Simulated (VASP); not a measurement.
# ScHg (Pm-3m) in VASP: further runs

The runs below take ScHg through single point, with LDA.

Everything below comes from runs of VASP 6.6.1. Logs are shortened: lines on timing, memory, paths and dates and some standing lists are left out, and cuts for length are marked.

## Step 1: The cell of the first run

The structure is cubic, space group Pm-3m (No. 221). The conventional cell has a = 3.409 Å, b = 3.409 Å, c = 3.409 Å, α = 90.00°, β = 90.00°, γ = 90.00°. Within 3.9 Å of Sc (site symmetry m-3m) lie 8 Hg at 2.95 Å and 6 Sc at 3.41 Å. Hg (site symmetry m-3m) has 8 Sc at 2.95 Å and 6 Hg at 3.41 Å within 3.9 Å.

## Step 2: Single point, LDA

File INCAR:

```
PREC = Accurate ; ENCUT = 520
EDIFF = 1E-6 ; ISMEAR = 1
SIGMA = 0.1 ; LREAL = False
LASPH = True ; NELM = 80
ALGO = Normal ; ISIF = 2
LWAVE = False ; LCHARG = True
LELF = True ; LVHAR = True
NBANDS = 18
```

File KPOINTS:

```
regular mesh
0
Gamma
  8 8 8
```

File POSCAR:

```
ScHg
1.0
    3.4089596583      0.0000000000      0.0000000000
    0.0000000000      3.4089596583      0.0000000000
    0.0000000000      0.0000000000      3.4089596583
Sc Hg
1 1
Direct
    0.5000000000      0.5000000000      0.5000000000
    0.0000000000      0.0000000000      0.0000000000
```

Potentials or basis: VASP PAW LDA potentials, release 64 (Sc_sv, Hg).

Launch:

```sh
cat potpaw_LDA.64/Sc_sv/POTCAR potpaw_LDA.64/Hg/POTCAR > POTCAR
mpirun -np 1 vasp_std > vasp.out
```

OUTCAR:

```text
PREC = Accurate
   ENCUT = 520
   EDIFF = 1E-6
   ISMEAR = 1
   LREAL = False
   LASPH = True
   NELM = 80
   ISIF = 2

 ion  position               nearest neighbor table
   1  0.500  0.500  0.500-   2 2.95   2 2.95   2 2.95   2 2.95   2 2.95   2 2.95   2 2.95   2 2.95

   2  0.000  0.000  0.000-   1 2.95   1 2.95   1 2.95   1 2.95   1 2.95   1 2.95   1 2.95   1 2.95

  LATTYP: Found a simple cubic cell.
 ALAT       =     3.4089596583

  Lattice vectors:

 A1 = (   3.4089596583,   0.0000000000,   0.0000000000)
 A2 = (   0.0000000000,   3.4089596583,   0.0000000000)
 A3 = (   0.0000000000,   0.0000000000,   3.4089596583)

Analysis of symmetry for initial positions (statically):
=====================================================================
 Subroutine PRICEL returns:
 Original cell was already a primitive cell.

 Routine SETGRP: Setting up the symmetry group for a
 simple cubic supercell.

 Subroutine GETGRP returns: Found 48 space group operations
 (whereof 48 operations were pure point group operations)
 out of a pool of 48 trial point group operations.

The static configuration has the point symmetry O_h .

Analysis of symmetry for dynamics (positions and initial velocities):
=====================================================================
 Subroutine PRICEL returns:
 Original cell was already a primitive cell.

 Routine SETGRP: Setting up the symmetry group for a
 simple cubic supercell.

 Subroutine GETGRP returns: Found 48 space group operations
 (whereof 48 operations were pure point group operations)
 out of a pool of 48 trial point group operations.

The dynamic configuration has the point symmetry O_h .

 Subroutine INISYM returns: Found 48 space group operations
 (whereof 48 operations are pure point group operations),
 and found     1 'primitive' translations

----------------------------------------------------------------------------------------

                                     Primitive cell

  volume of cell :      39.6155

  direct lattice vectors                    reciprocal lattice vectors
     3.408959658  0.000000000  0.000000000     0.293344627  0.000000000  0.000000000
     0.000000000  3.408959658  0.000000000     0.000000000  0.293344627  0.000000000
     0.000000000  0.000000000  3.408959658     0.000000000  0.000000000  0.293344627

  length of vectors
     3.408959658  3.408959658  3.408959658     0.293344627  0.293344627  0.293344627

  position of ions in fractional coordinates (direct lattice)
     0.500000000  0.500000000  0.500000000
     0.000000000  0.000000000  0.000000000

  ion indices of the primitive-cell ions
   primitive index   ion index
                 1           1
                 2           2

----------------------------------------------------------------------------------------

 KPOINTS: regular mesh

Automatic generation of k-mesh.
 Grid dimensions read from file:
 generate k-points for:    8    8    8

 Generating k-lattice:

  Cartesian coordinates                     Fractional coordinates (reciprocal lattice)
     0.036668078  0.000000000  0.000000000     0.125000000  0.000000000  0.000000000
     0.000000000  0.036668078  0.000000000     0.000000000  0.125000000  0.000000000
     0.000000000  0.000000000  0.036668078     0.000000000  0.000000000  0.125000000

  Length of vectors
     0.036668078  0.036668078  0.036668078

  Shift w.r.t. Gamma in fractional coordinates (k-lattice)
     0.000000000  0.000000000  0.000000000

 Subroutine IBZKPT returns following result:
 ===========================================

 Found     35 irreducible k-points:

 Following reciprocal coordinates:
            Coordinates               Weight
  0.000000  0.000000  0.000000      1.000000
  0.125000  0.000000  0.000000      6.000000
  0.250000  0.000000  0.000000      6.000000
  0.375000  0.000000  0.000000      6.000000
  0.500000  0.000000  0.000000      3.000000
  0.125000  0.125000  0.000000     12.000000
[... 16 lines left out ...]
  0.375000  0.375000  0.125000     24.000000
  0.500000  0.375000  0.125000     24.000000
 [... further k-points ...]
   k-points           NKPTS =     35   k-points in BZ     NKDIM =     35   number of bands    NBANDS=     18
   number of dos      NEDOS =    301   number of ions     NIONS =      2
   total plane-waves  NPLWV =  21952
   dimension x,y,z NGX =    28 NGY =   28 NGZ =   28
   dimension x,y,z NGXF=    56 NGYF=   56 NGZF=   56
   ions per type =               1   1
   NGX,Y,Z   is equivalent  to a cutoff of  13.65, 13.65, 13.65 a.u.
   NGXF,Y,Z  is equivalent  to a cutoff of  27.31, 27.31, 27.31 a.u.
 SYSTEM =  unknown system
   PREC   = accura    normal or accurate (medium, high low for compatibility)
   ISTART =      0    job   : 0-new  1-cont  2-samecut
   ICHARG =      2    charge: 1-file 2-atom 10-const
   ISPIN  =      1    spin polarized calculation?
   LNONCOLLINEAR =      F non collinear calculations
   LSORBIT =      F    spin-orbit coupling
   LASPH  =      T    aspherical Exc in radial PAW
   ENCUT  =  520.0 eV  38.22 Ry    6.18 a.u.   6.34  6.34  6.34*2*pi/ulx,y,z
   NELM   =     80;   NELMIN=  2; NELMDL= -5     # of ELM steps
   EDIFF  = 0.1E-05   stopping-criterion for ELM
   LREAL  =      F    real-space projection
   EDIFFG = 0.1E-04   stopping-criterion for IOM
   NSW    =      0    number of steps for IOM
   IBRION =     -1    ionic relax: 0-MD 1-quasi-New 2-CG
   NFREE  =      0    steps in history (QN), initial steepest desc. (CG)
   ISIF   =      2    stress and relaxation
   ISYM   =      2    0-nonsym 1-usesym 2-fastsym
   POTIM  = 0.5000    time-step for ionic-motion
   TEBEG  =    0.0;   TEEND  =   0.0 temperature during run
   PSTRESS=    0.0 pullay stress
   NELECT =      23.0000    total number of electrons
   NUPDOWN=      -1.0000    fix difference up-down
   EMIN   =  10.00;   EMAX   =-10.00  energy-range for DOS
   EFERMI =   0.00;   METHOD = LEGACY
   ISMEAR =     1;   SIGMA  =   0.10  broadening in eV -4-tet -1-fermi 0-gaus
   EFERMI_NEDOS =   21; number of points for ismear=-14 and -15
   IALGO  =     38    algorithm
   IMIX   =      4    mixing-type and parameters
     AMIX     =   0.40;   BMIX     =  1.00
     AMIX_MAG =   1.60;   BMIX_MAG =  1.00
  volume/ion in A,a.u.               =      19.81       133.67
  Fermi-wavevector in a.u.,A,eV,Ry     =   1.365722  2.580840 25.377533  1.865196
  Thomas-Fermi vector in A             =   2.491925
   LORBIT       =      0    0 simple, 1 ext, 2 COOP (PROOUT), +10 PAW based schemes
   GGA     = CA    functional components
   LHFCALC =     F    Hartree Fock is set to
   AEXX    =    0.0000 exact exchange contribution
   IVDW    =     0    specifies the selected vdW correction
   LEPSILON=     F    determine dielectric tensor
   LRPA    =     F    only Hartree local field effects (RPA)
 non-spin polarized calculation
 Methfessel and Paxton  Order N= 1 SIGMA  =   0.10
  energy-cutoff  :      520.00
  volume of cell :       39.62
 maximum number of plane-waves:      1080
 NGX is ok and might be reduce to    28
   NGX = 13   NGY = 13   NGZ = 13

 number of electron      22.9999998 magnetization

 Free energy of the ion-electron system (eV)
  ---------------------------------------------------
  ext. energy  EPLUGINS =         0.00000000
  ---------------------------------------------------
  free energy    TOTEN  =        -8.84065642 eV

  energy without entropy =       -8.84017395  energy(sigma->0) =       -8.84049560

 E-fermi :   4.8736     XC(G=0): -11.6250

 val. band max:        4.8668447809   @ k =   0.3750   0.2500   0.1250
 cond. band min:       4.9193112706   @ k =   0.3750   0.2500   0.0000
 fundamental gap:      0.0524664897
 Fermi energy:         4.8735933687

 k-point     1 :       0.0000    0.0000    0.0000
  band No.  band energies     occupation
      1     -44.4623      2.00000
      2     -23.3770      2.00000
      3     -23.3770      2.00000
      4     -23.3770      2.00000
      5      -4.0887      2.00000
      6      -3.4279      2.00000
[... 10 lines left out ...]
     17      10.0788      0.00000
     18      10.0788      0.00000

 k-point     2 :       0.1250    0.0000    0.0000
  band No.  band energies     occupation
      1     -44.4602      2.00000
      2     -23.4017      2.00000
      3     -23.3755      2.00000
      4     -23.3755      2.00000
      5      -3.8574      2.00000
      6      -3.3957      2.00000
[... 10 lines left out ...]
     17      10.8300      0.00000
     18      10.8300      0.00000

 k-point     3 :       0.2500    0.0000    0.0000
  band No.  band energies     occupation
      1     -44.4554      2.00000
      2     -23.4609      2.00000
      3     -23.3720      2.00000
      4     -23.3720      2.00000
      5      -3.4233      2.00000
      6      -3.3160      2.00000
[... 10 lines left out ...]
     17      12.4043      0.00000
     18      12.4043      0.00000

 k-point     4 :       0.3750    0.0000    0.0000
  band No.  band energies     occupation
      1     -44.4505      2.00000
      2     -23.5193      2.00000
      3     -23.3684      2.00000
      4     -23.3684      2.00000
      5      -3.2335      2.00000
      6      -3.1800      2.00000
[... 375 lines left out ...]
      4     -23.3804      2.00000
      5      -3.1304      2.00000
      6      -3.0324      2.00000
[... 10 lines left out ...]
     17      10.7024      0.00000
     18      13.1240      0.00000

 k-point    23 :       0.3750    0.3750    0.1250
  band No.  band energies     occupation
      1     -44.4381      2.00000
      2     -23.4959      2.00000
      3     -23.4918      2.00000
      4     -23.3770      2.00000
      5      -3.2645      2.00000
      6      -3.0513      2.00000
[... 10 lines left out ...]
     17       9.4342      0.00000
     18      12.3176      0.00000

 k-point    24 :       0.5000    0.3750    0.1250
  band No.  band energies     occupation
      1     -44.4363      2.00000
      2     -23.5155      2.00000
      3     -23.4902      2.00000
      4     -23.3747      2.00000
      5      -3.3366      2.00000
      6      -3.0553      2.00000
[... 10 lines left out ...]
     17       9.4069      0.00000
     18      11.6152      0.00000

 [... further k-points ...]
[... 5 lines left out ...]
  --------------------------------------------------------------------------------------
  -------------------------------------------------------------------------------------
  Total        0.5456198      0.5456198      0.5456198      0.0000000     -0.0000000      0.0000000
  in kB       22.0665839     22.0665839     22.0665839      0.0000000     -0.0000000      0.0000000
  external PRESSURE =      22.0665839 kB  Pullay stress =       0.0000000 kB

 VOLUME and BASIS-vectors are now :
 -----------------------------------------------------------------------------
  energy-cutoff  :      520.00
  volume of cell :       39.62
      direct lattice vectors                 reciprocal lattice vectors
     3.408959658  0.000000000  0.000000000     0.293344627  0.000000000  0.000000000
     0.000000000  3.408959658  0.000000000     0.000000000  0.293344627  0.000000000
     0.000000000  0.000000000  3.408959658     0.000000000  0.000000000  0.293344627

 POSITION                                       TOTAL-FORCE (eV/Angst)
 -----------------------------------------------------------------------------------
      1.70448      1.70448      1.70448         0.000000      0.000000      0.000000
      0.00000      0.00000      0.00000         0.000000      0.000000      0.000000
 -----------------------------------------------------------------------------------
    total drift:                                0.000000      0.000000      0.000000

  FREE ENERGIE OF THE ION-ELECTRON SYSTEM (eV)
  ---------------------------------------------------
  free  energy   TOTEN  =        -8.8406564213 eV

  energy  without entropy=       -8.8401739522  energy(sigma->0) =       -8.84049560
```

Wall time 20 s (1 thread of Intel Xeon Platinum 8488C (Sapphire Rapids), shared host); peak memory 0.15 GiB.

Results:

- Free energy: -8.8407 eV
- Pressure: 2.2 GPa

Levels at points of the mesh, in eV from the Fermi level:
| k point | band 10 | band 11 | band 12 | band 13 | band 14 | band 15 |
| --- | --- | --- | --- | --- | --- | --- |
| (0.00, 0.00, 0.00) | -7.33 | 0.31 | 0.31 | 2.62 | 2.62 | 2.62 |
| (0.50, 0.00, 0.00) | -5.10 | -4.04 | -0.12 | 0.77 | 0.77 | 2.36 |
| (0.50, 0.50, 0.00) | -4.16 | -1.00 | -1.00 | 0.64 | 2.20 | 2.20 |
| (0.50, 0.50, 0.50) | -1.98 | -1.98 | -1.98 | -0.70 | 3.19 | 3.19 |

Caveat: spin-orbit coupling is left out, which moves the levels of the heavy elements.

(Continued in part 2 of 2.)
